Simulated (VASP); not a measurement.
# Li2Nb in VASP: further runs, part 2 of 2

VASP 6.6.1. Earlier steps stand in the parts before.

### 3 Single point, PBE (12.98 Å³/atom)

This run uses another cell than the first one, of 12.98 Å³/atom.

INCAR reads:

```
PREC = Accurate ; ENCUT = 520
EDIFF = 1E-6 ; ISMEAR = -1
SIGMA = 0.05 ; LREAL = F
LASPH = T ; NELM = 60
ALGO = Normal ; ISIF = 2
LWAVE = F ; LCHARG = F
GGA = PE ; NBANDS = 16
```

KPOINTS reads:

```
regular mesh
0
Gamma
  11 11 5
```

POSCAR reads:

```
Li2Nb
1.0
    2.8175243272      0.0000000000      0.0000000000
   -1.4087621636      2.4400476376      0.0000000000
    0.0000000000      0.0000000000      5.6620800715
Li Nb
2 1
Direct
    0.0000000000      0.0000000000      0.1605760300
    0.0000000000      0.0000000000      0.8394239700
    0.0000000000      0.0000000000      0.5000000000
```

Potentials or basis: VASP PAW PBE potentials, release 64 (Li_sv, Nb_sv).

Command:

```
cat potpaw_PBE.64/Li_sv/POTCAR potpaw_PBE.64/Nb_sv/POTCAR > POTCAR
mpirun -np 1 vasp_std > vasp.out
```

OUTCAR:

```text
PREC = Accurate
   ENCUT = 520
   EDIFF = 1E-6
   ISMEAR = -1
   LREAL = F
   LASPH = T
   NELM = 60
   ISIF = 2
   GGA = PE

 ion  position               nearest neighbor table
   1  0.000  0.000  0.161-   2 1.82   3 1.92
   2  0.000  0.000  0.839-   1 1.82   3 1.92
   3  0.000  0.000  0.500-   1 1.92   2 1.92

  LATTYP: Found a hexagonal cell.
 ALAT       =     2.8175243272
 C/A-ratio  =     2.0095940315

  Lattice vectors:
[... 647 lines left out ...]

  FORCE on cell =-STRESS in cart. coord.  units (eV):
  Direction    XX          YY          ZZ          XY          YZ          ZX
  --------------------------------------------------------------------------------------
  -------------------------------------------------------------------------------------
  Total       -1.0568316     -1.0568316     22.3685276      0.0000000      0.0000000      0.0000000
  in kB      -43.4985103    -43.4985101    920.6742428      0.0000000      0.0000000      0.0000000
  external PRESSURE =     277.8924075 kB  Pullay stress =       0.0000000 kB

 VOLUME and BASIS-vectors are now :
 -----------------------------------------------------------------------------
  energy-cutoff  :      520.00
  volume of cell :       38.93
      direct lattice vectors                 reciprocal lattice vectors
     2.817524327  0.000000000  0.000000000     0.354921514  0.204914032  0.000000000
    -1.408762164  2.440047638  0.000000000     0.000000000  0.409828064  0.000000000
     0.000000000  0.000000000  5.662080072     0.000000000  0.000000000  0.176613539

 POSITION                                       TOTAL-FORCE (eV/Angst)
 -----------------------------------------------------------------------------------
      0.00000      0.00000      0.90919         0.000000      0.000000     -3.197470
      0.00000      0.00000      4.75289        -0.000000     -0.000000      3.197470
      0.00000      0.00000      2.83104         0.000000      0.000000      0.000000
 -----------------------------------------------------------------------------------
    total drift:                                0.000000     -0.000000      0.000000

  FREE ENERGIE OF THE ION-ELECTRON SYSTEM (eV)
  ---------------------------------------------------
  free  energy   TOTEN  =        -8.9490724772 eV

  energy  without entropy=       -8.9324100612  energy(sigma->0) =       -8.94074127
```

OSZICAR:

```text
N       E                     dE             d eps       ncg     rms          rms(c)
DAV:   1     0.168632905792E+03    0.16863E+03   -0.97357E+03  1544   0.123E+03
DAV:   2     0.764011707009E+01   -0.16099E+03   -0.15597E+03  1936   0.407E+02
DAV:   3    -0.876734524825E+01   -0.16407E+02   -0.16027E+02  3000   0.796E+01
DAV:   4    -0.931290880484E+01   -0.54556E+00   -0.54370E+00  1808   0.194E+01
DAV:   5    -0.933870806636E+01   -0.25799E-01   -0.25785E-01  2808   0.379E+00    0.719E+00
DAV:   6    -0.897601524632E+01    0.36269E+00   -0.12673E+00  2456   0.921E+00    0.239E+00
DAV:   7    -0.893941731437E+01    0.36598E-01   -0.19016E-01  1944   0.231E+00    0.121E+00
DAV:   8    -0.894432132584E+01   -0.49040E-02   -0.53041E-02  2528   0.193E+00    0.595E-01
DAV:   9    -0.894908979905E+01   -0.47685E-02   -0.11430E-02  1760   0.109E+00    0.609E-02
DAV:  10    -0.894907652780E+01    0.13271E-04   -0.15239E-03  2696   0.296E-01    0.742E-02
DAV:  11    -0.894908359870E+01   -0.70709E-05   -0.76921E-05  1848   0.967E-02    0.168E-02
DAV:  12    -0.894907108973E+01    0.12509E-04   -0.10840E-05  2688   0.283E-02    0.896E-03
DAV:  13    -0.894907261538E+01   -0.15256E-05   -0.18235E-06  1568   0.162E-02    0.273E-03
DAV:  14    -0.894907247724E+01    0.13814E-06   -0.22865E-07  1424   0.543E-03
   1 F= -.89490725E+01 E0= -.89407413E+01  d E =-.166624E-01
```

stdout:

```text
POSCAR found type information on POSCAR LiNb
 POSCAR found :  2 types and       3 ions
 scaLAPACK will be used
 LDA part: xc-table for (Slater+PW92), standard interpolation
 POSCAR, INCAR and KPOINTS ok, starting setup
 FFT: planning ... GRIDC
 FFT: planning ... GRID_SOFT
 FFT: planning ... GRID
 WAVECAR not read
 entering main loop
```

It took 24 s on 1 thread of Intel Xeon Platinum 8259CL at 2.50GHz (Skylake/Cascade Lake), shared host; peak memory 0.17 GiB.

What came out:

```
Free energy            : -8.9491 eV
Largest force          : 3.197 eV/Å
Band gap on the k mesh : zero (an odd number of electrons rules out a gap without spin polarisation)
```

Forces on the atoms (eV/Å):
```
Li   0.000  0.000 -3.197
Li   0.000  0.000  3.197
Nb   0.000  0.000  0.000
```

Caveat: the cutoff is under 1.25 times the usual one of these potentials, so pressure, stress and relaxed cells hold a basis-set (Pulay) error; atoms lie so close that the PAW spheres overlap strongly, which falsifies energies and pressures; forces of over 1 eV/Å act on the atoms, so gaps and moduli don't describe the material at rest.

### 4 Single point, PBE (atoms moved at random)

INCAR reads:

```
SYSTEM = Li2Nb
ALGO     = Fast           ! electronic algorithm
EDIFF    = 1E-6           ! SCF threshold, eV
ENCUT    = 520            ! plane-wave cutoff, eV
GGA      = PE             ! functional
ISIF     = 2              ! what is computed and relaxed
ISMEAR   = -1             ! smearing method
LASPH    = .TRUE.         ! aspherical terms in the spheres
LCHARG   = .FALSE.        ! write CHGCAR
LREAL    = .FALSE.        ! projectors in reciprocal space
LWAVE    = .FALSE.        ! write WAVECAR
NBANDS   = 16             ! bands
NELM     = 60             ! most SCF steps
PREC     = Accurate       ! precision mode
SIGMA    = 0.05           ! smearing width, eV
```

KPOINTS reads:

```
k-points
0
G
  11 11 5
  0 0 0
```

POSCAR reads:

```
Li2Nb
1.0
    2.7809289600      0.0000000000      0.0000000000
   -1.3904644800      2.4083551200      0.0000000000
    0.0000000000      0.0000000000      5.5885382400
Li Nb
2 1
Direct
   -0.0167510000     -0.0131360000      0.1621990000
   -0.0021380000     -0.0058630000      0.8384170000
   -0.0244240000     -0.0054180000      0.5002010000
```

Command:

```
cat potpaw_PBE.64/Li_sv/POTCAR potpaw_PBE.64/Nb_sv/POTCAR > POTCAR
mpirun -np 1 vasp_std > vasp.out
```

It took 9.1 min on 1 thread of Intel Xeon Platinum 8259CL at 2.50GHz (Skylake/Cascade Lake), shared host; peak memory 0.3 GiB.

It converged, with:

```
Free energy            : -8.6213 eV
Largest force          : 3.633 eV/Å
Band gap on the k mesh : zero (an odd number of electrons rules out a gap without spin polarisation)
```

Forces on the atoms (eV/Å):
```
Li   0.112 -0.095 -3.630
Li   0.293  0.010  3.598
Nb  -0.405  0.084  0.032
```

Levels at points of the mesh, in eV from the Fermi level:
| k point | band 6 | band 7 | band 8 | band 9 | band 10 | band 11 | band 12 | band 13 | band 14 | band 15 |
| --- | --- | --- | --- | --- | --- | --- | --- | --- | --- | --- |
| (0.00, 0.00, 0.00) | -29.94 | -5.47 | -2.69 | -0.76 | -0.15 | 0.45 | 0.46 | 2.78 | 2.78 | 12.90 |

Caveat: the cell differs from its parent crystal (atoms moved at random); the cutoff is under 1.25 times the usual one of these potentials, so pressure, stress and relaxed cells hold a basis-set (Pulay) error; atoms lie so close that the PAW spheres overlap strongly, which falsifies energies and pressures; forces of over 1 eV/Å act on the atoms, so gaps and moduli don't describe the material at rest.

### 5 Overview

| cell | gap on the mesh (eV) | largest force (eV/Å) |
| --- | --- | --- |
| a = 2.799, b = 2.799, c = 5.626 Å, angles 90.0, 90.0, 120.0°, 3 atoms, atomic positions A | none | 3.33 |
| a = 2.818, b = 2.818, c = 5.662 Å, angles 90.0, 90.0, 120.0°, 3 atoms, atomic positions A | none | 3.20 |
| a = 2.781, b = 2.781, c = 5.589 Å, angles 90.0, 90.0, 120.0°, 3 atoms, atomic positions B | none | 3.63 |

Alike in all rows: task single point; level PBE; potentials or basis VASP PAW PBE potentials, release 64 (Li_sv, Nb_sv); no spin polarisation; k mesh 11 × 11 × 5; cutoff (eV) 520; smearing fermi-dirac 0.05 eV.

Caveats: the cutoff is under 1.25 times the usual one of these potentials, so pressure, stress and relaxed cells hold a basis-set (Pulay) error; atoms lie so close that the PAW spheres overlap strongly, which falsifies energies and pressures; forces of over 1 eV/Å act on the atoms, so gaps and moduli don't describe the material at rest.

Total energies depend on the potentials used, so only differences within one code and one set of settings carry meaning.
